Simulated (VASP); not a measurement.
# Sb (Im-3m) in VASP: single point with PBEsol

Aim: the single point of Sb with PBEsol.

All numbers are computed with VASP 6.6.1; they aren't measurements. Logs are shortened: lines on timing, memory, paths and dates and some standing lists are left out, and cuts for length are marked.

### Step 1. The cell of the first run

The structure is cubic, space group Im-3m (No. 229). The conventional cell has a = 4.001 Å, b = 4.001 Å, c = 4.001 Å, α = 90.00°, β = 90.00°, γ = 90.00°. Sb (site symmetry m-3m) has 14 Sb at 3.47 to 4.00 Å within 4.6 Å.

This isn't the form of Sb at room conditions, which is rhombohedral.

### Step 2. Single point, PBEsol (Bi replaced by Sb, lengths x 0.964, strained)

Contents of INCAR:

```
SYSTEM = Sb
  PREC = Accurate
  ENCUT = 520
  EDIFF = 1E-6
  ISMEAR = 0
  SIGMA = 0.1
  LREAL = .FALSE.
  LASPH = .TRUE.
  NELM = 60
  ALGO = Normal
  ISIF = 2
  LWAVE = .FALSE.
  LCHARG = .FALSE.
  GGA = PS
  NBANDS = 8
```

Contents of KPOINTS:

```
regular mesh
0
G
  14 14 14
  0 0 0
```

Contents of POSCAR:

```
Sb
1.0
   -2.0006590299      2.0006590299      2.0006590299
    2.0006590299     -2.0006590299      2.0006590299
    2.0006590299      2.0006590299     -2.0006590299
Sb
1
Direct
    0.0000000000      0.0000000000      0.0000000000
```

Potentials or basis: VASP PAW PBE potentials, release 64 (Sb).

Command:

```console
> cat potpaw_PBE.64/Sb/POTCAR > POTCAR
> mpirun -np 1 vasp_std > vasp.out
```

OUTCAR:

```text
SYSTEM = Sb
   PREC = Accurate
   ENCUT = 520
   EDIFF = 1E-6
   ISMEAR = 0
   LREAL = .FALSE.
   LASPH = .TRUE.
   NELM = 60
   ISIF = 2
   GGA = PS

 ion  position               nearest neighbor table
   1  0.000  0.000  0.000-

  LATTYP: Found a body centered cubic cell.
 ALAT       =     4.0013180598

  Lattice vectors:

 A1 = (  -2.0006590299,   2.0006590299,   2.0006590299)
 A2 = (   2.0006590299,  -2.0006590299,   2.0006590299)
 A3 = (   2.0006590299,   2.0006590299,  -2.0006590299)

Analysis of symmetry for initial positions (statically):
=====================================================================
 Subroutine PRICEL returns:
 Original cell was already a primitive cell.

 Routine SETGRP: Setting up the symmetry group for a
 body centered cubic supercell.

 Subroutine GETGRP returns: Found 48 space group operations
 (whereof 48 operations were pure point group operations)
 out of a pool of 48 trial point group operations.

The static configuration has the point symmetry O_h .

Analysis of symmetry for dynamics (positions and initial velocities):
=====================================================================
 Subroutine PRICEL returns:
 Original cell was already a primitive cell.

 Routine SETGRP: Setting up the symmetry group for a
 body centered cubic supercell.

 Subroutine GETGRP returns: Found 48 space group operations
 (whereof 48 operations were pure point group operations)
 out of a pool of 48 trial point group operations.

The dynamic configuration has the point symmetry O_h .

 Subroutine INISYM returns: Found 48 space group operations
 (whereof 48 operations are pure point group operations),
 and found     1 'primitive' translations

----------------------------------------------------------------------------------------

                                     Primitive cell

  volume of cell :      32.0316

  direct lattice vectors                    reciprocal lattice vectors
    -2.000659030  2.000659030  2.000659030     0.000000000  0.249917648  0.249917648
     2.000659030 -2.000659030  2.000659030     0.249917648  0.000000000  0.249917648
     2.000659030  2.000659030 -2.000659030     0.249917648  0.249917648  0.000000000

  length of vectors
     3.465243088  3.465243088  3.465243088     0.353436928  0.353436928  0.353436928

  position of ions in fractional coordinates (direct lattice)
     0.000000000  0.000000000  0.000000000

  ion indices of the primitive-cell ions
   primitive index   ion index
                 1           1

----------------------------------------------------------------------------------------

 KPOINTS: regular mesh

Automatic generation of k-mesh.
 Grid dimensions read from file:
 generate k-points for:   14   14   14

 Generating k-lattice:

  Cartesian coordinates                     Fractional coordinates (reciprocal lattice)
     0.000000000  0.017851261  0.017851261     0.071428571  0.000000000  0.000000000
     0.017851261  0.000000000  0.017851261     0.000000000  0.071428571  0.000000000
     0.017851261  0.017851261  0.000000000     0.000000000  0.000000000  0.071428571

  Length of vectors
     0.025245495  0.025245495  0.025245495

  Shift w.r.t. Gamma in fractional coordinates (k-lattice)
     0.000000000  0.000000000  0.000000000

 Subroutine IBZKPT returns following result:
 ===========================================

 Found    104 irreducible k-points:

 Following reciprocal coordinates:
            Coordinates               Weight
  0.000000  0.000000  0.000000      1.000000
  0.071429  0.000000  0.000000     12.000000
  0.142857  0.000000  0.000000     12.000000
  0.214286  0.000000  0.000000     12.000000
  0.285714  0.000000  0.000000     12.000000
  0.357143  0.000000  0.000000     12.000000
[... 16 lines left out ...]
  0.285714  0.285714  0.000000     24.000000
  0.357143  0.285714  0.000000     24.000000
 [... further k-points ...]
   k-points           NKPTS =    104   k-points in BZ     NKDIM =    104   number of bands    NBANDS=      8
   number of dos      NEDOS =    301   number of ions     NIONS =      1
   total plane-waves  NPLWV =  21952
   dimension x,y,z NGX =    28 NGY =   28 NGZ =   28
   dimension x,y,z NGXF=    56 NGYF=   56 NGZF=   56
   ions per type =               1
   NGX,Y,Z   is equivalent  to a cutoff of  13.43, 13.43, 13.43 a.u.
   NGXF,Y,Z  is equivalent  to a cutoff of  26.87, 26.87, 26.87 a.u.
 SYSTEM =  Sb
   PREC   = accura    normal or accurate (medium, high low for compatibility)
   ISTART =      0    job   : 0-new  1-cont  2-samecut
   ICHARG =      2    charge: 1-file 2-atom 10-const
   ISPIN  =      1    spin polarized calculation?
   LNONCOLLINEAR =      F non collinear calculations
   LSORBIT =      F    spin-orbit coupling
   LASPH  =      T    aspherical Exc in radial PAW
   ENCUT  =  520.0 eV  38.22 Ry    6.18 a.u.   6.44  6.44  6.44*2*pi/ulx,y,z
   NELM   =     60;   NELMIN=  2; NELMDL= -5     # of ELM steps
   EDIFF  = 0.1E-05   stopping-criterion for ELM
   LREAL  =      F    real-space projection
[... 7 lines left out ...]
   TEBEG  =    0.0;   TEEND  =   0.0 temperature during run
   PSTRESS=    0.0 pullay stress
   NELECT =       5.0000    total number of electrons
   NUPDOWN=      -1.0000    fix difference up-down
   EMIN   =  10.00;   EMAX   =-10.00  energy-range for DOS
   EFERMI =   0.00;   METHOD = LEGACY
   ISMEAR =     0;   SIGMA  =   0.10  broadening in eV -4-tet -1-fermi 0-gaus
   EFERMI_NEDOS =   21; number of points for ismear=-14 and -15
   IALGO  =     38    algorithm
   IMIX   =      4    mixing-type and parameters
     AMIX     =   0.40;   BMIX     =  1.00
     AMIX_MAG =   1.60;   BMIX_MAG =  1.00
  volume/ion in A,a.u.               =      32.03       216.16
  Fermi-wavevector in a.u.,A,eV,Ry     =   0.881465  1.665727 10.571463  0.776981
  Thomas-Fermi vector in A             =   2.001965
   LORBIT       =      0    0 simple, 1 ext, 2 COOP (PROOUT), +10 PAW based schemes
   GGA     = PS    functional components
   LHFCALC =     F    Hartree Fock is set to
   AEXX    =    0.0000 exact exchange contribution
   IVDW    =     0    specifies the selected vdW correction
   LEPSILON=     F    determine dielectric tensor
   LRPA    =     F    only Hartree local field effects (RPA)
 non-spin polarized calculation
 Gauss-broadening in eV      SIGMA  =   0.10
  energy-cutoff  :      520.00
  volume of cell :       32.03
 maximum number of plane-waves:       897
 NGX is ok and might be reduce to    28
   NGX = 13   NGY = 13   NGZ = 13

 number of electron       4.9999999 magnetization

 Free energy of the ion-electron system (eV)
  ---------------------------------------------------
  ext. energy  EPLUGINS =         0.00000000
  ---------------------------------------------------
  free energy    TOTEN  =        -4.17707304 eV

  energy without entropy =       -4.17246401  energy(sigma->0) =       -4.17476853

 E-fermi :   6.1420     XC(G=0):  -9.5998

 val. band max:        6.1060299752   @ k =  -0.3571   0.3571   0.2857
 cond. band min:       6.1573861387   @ k =  -0.3571   0.4286   0.2857
 fundamental gap:      0.0513561634
 Fermi energy:         6.1420437230

 k-point     1 :       0.0000    0.0000    0.0000
  band No.  band energies     occupation
      1      -5.4243      2.00000
      2      10.4622      0.00000
      3      10.4622      0.00000
      4      10.4622      0.00000
      5      16.1609      0.00000
      6      16.1609      0.00000
      7      16.1609      0.00000
      8      16.2489      0.00000

 k-point     2 :       0.0714    0.0000    0.0000
  band No.  band energies     occupation
      1      -5.3352      2.00000
      2       9.7821      0.00000
      3      10.2173      0.00000
      4      10.4071      0.00000
      5      15.6202      0.00000
      6      15.6572      0.00000
      7      16.5353      0.00000
      8      16.7966      0.00000

 k-point     3 :       0.1429    0.0000    0.0000
  band No.  band energies     occupation
      1      -5.0699      2.00000
      2       8.2774      0.00000
      3       9.6416      0.00000
      4      10.2497      0.00000
      5      14.5595      0.00000
      6      14.8849      0.00000
      7      16.8519      0.00000
      8      17.1042      0.00000

 k-point     4 :       0.2143    0.0000    0.0000
  band No.  band energies     occupation
      1      -4.6357      2.00000
      2       6.5426      0.00000
      3       8.9811      0.00000
      4      10.0191      0.00000
      5      13.6431      0.00000
      6      14.2017      0.00000
      7      16.8532      0.00000
      8      17.4500      0.00000

 k-point     5 :       0.2857    0.0000    0.0000
  band No.  band energies     occupation
      1      -4.0504      2.00000
      2       4.8363      2.00000
      3       8.3835      0.00000
      4       9.7648      0.00000
      5      12.9449      0.00000
      6      13.6588      0.00000
      7      17.1664      0.00000
      8      17.9576      0.00000
[... 177 lines left out ...]
 k-point    22 :       0.3571    0.2143    0.0000
  band No.  band energies     occupation
      1      -2.0846      2.00000
      2       2.3670      2.00000
      3       4.8683      2.00000
      4       8.3912      0.00000
      5      13.5959      0.00000
      6      15.8423      0.00000
      7      17.6835      0.00000
      8      18.3057      0.00000

 k-point    23 :       0.2857    0.2857    0.0000
  band No.  band energies     occupation
      1      -2.0553      2.00000
      2       2.7990      2.00000
      3       4.1774      2.00000
      4       8.3286      0.00000
      5      13.9691      0.00000
      6      15.7068      0.00000
      7      17.6294      0.00000
      8      19.3710      0.00000

 k-point    24 :       0.3571    0.2857    0.0000
  band No.  band energies     occupation
      1      -1.8423      2.00000
      2       2.7749      2.00000
      3       3.7274      2.00000
      4       8.2636      0.00000
      5      14.0606      0.00000
      6      16.1598      0.00000
      7      16.9194      0.00000
      8      19.7054      0.00000

 [... further k-points ...]

------------------------ aborting loop because EDIFF is reached ----------------------------------------

  FORCE on cell =-STRESS in cart. coord.  units (eV):
  Direction    XX          YY          ZZ          XY          YZ          ZX
  --------------------------------------------------------------------------------------
  -------------------------------------------------------------------------------------
  Total       -1.8423638     -1.8423638     -1.8423638      0.0000000      0.0000000      0.0000000
  in kB      -92.1524187    -92.1524187    -92.1524187      0.0000000      0.0000000      0.0000000
  external PRESSURE =     -92.1524187 kB  Pullay stress =       0.0000000 kB

 VOLUME and BASIS-vectors are now :
 -----------------------------------------------------------------------------
  energy-cutoff  :      520.00
  volume of cell :       32.03
      direct lattice vectors                 reciprocal lattice vectors
    -2.000659030  2.000659030  2.000659030     0.000000000  0.249917648  0.249917648
     2.000659030 -2.000659030  2.000659030     0.249917648  0.000000000  0.249917648
     2.000659030  2.000659030 -2.000659030     0.249917648  0.249917648  0.000000000

 POSITION                                       TOTAL-FORCE (eV/Angst)
 -----------------------------------------------------------------------------------
      0.00000      0.00000      0.00000         0.000000      0.000000     -0.000000
 -----------------------------------------------------------------------------------
    total drift:                                0.000000     -0.000000     -0.000000

  FREE ENERGIE OF THE ION-ELECTRON SYSTEM (eV)
  ---------------------------------------------------
  free  energy   TOTEN  =        -4.1770730438 eV

  energy  without entropy=       -4.1724640134  energy(sigma->0) =       -4.17476853
```

Wall time 13 s (1 thread of AMD EPYC 9R14 (Zen 4), shared host); peak memory 0.14 GiB.

Results:

```yaml
Free_energy: -4.1771 eV
Pressure: -9.2 GPa
Band_gap_on_the_k_mesh: zero (an odd number of electrons rules out a gap without spin polarisation)
```

Levels at points of the mesh, in eV from the Fermi level:
| k point | band 1 | band 2 | band 3 | band 4 | band 5 | band 6 | band 7 |
| --- | --- | --- | --- | --- | --- | --- | --- |
| (0.00, 0.00, 0.00) | -11.57 | 4.32 | 4.32 | 4.32 | 10.02 | 10.02 | 10.02 |
| (0.50, 0.00, 0.00) | -8.51 | -4.53 | 1.39 | 3.19 | 5.93 | 6.81 | 12.76 |
| (0.50, 0.50, 0.50) | -6.26 | -1.57 | -1.57 | -1.57 | 3.37 | 3.37 | 16.60 |

Caveat: the cell differs from its parent crystal (Bi replaced by Sb, lengths x 0.964, strained); the cell stands under tension; the PAW data sets were made with another functional, which shifts forces and pressure a little; spin-orbit coupling is left out, which moves the levels of the heavy elements.
